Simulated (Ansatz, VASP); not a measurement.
Two plane-wave programs on CdSn2

```
Cd Sn
1.0
     0.00000    3.53353    3.53353
     3.53353    0.00000    3.53353
     3.53353    3.53353    0.00000
Cd Sn
1 2
Direct
  0.00000 0.00000 0.00000
  0.25000 0.25000 0.25000
  0.75000 0.75000 0.75000
```

Alike in both runs: functional PBE; k mesh 12 × 12 × 12; occupations gaussian, width 0.1 eV; no spin polarisation.

Ansatz relaxed the structure, and its values are those at the end. VASP's run is a single point on that final structure, the one shown.

```csv
,VASP,Ansatz
version,VASP 6.6.1,Ansatz 0.2.0
potentials or method,"VASP PAW PBE potentials, release 64 (Cd, Sn_d), cutoff 520 eV","scalar-relativistic, plane waves, PAW"
valence electrons in the cell,40,48
```

```tsv
	VASP	Ansatz	Ansatz less VASP
gap on the k mesh at the Fermi level (eV)	none	none	-
pressure (GPa)	0.0	0.0	-0.02
```

A gap of «none» marks a metal or a gap that the smearing closes. VASP's potentials hold 40 valence electrons a cell and Ansatz's 48, so a difference there can come from the potentials and not from the codes.
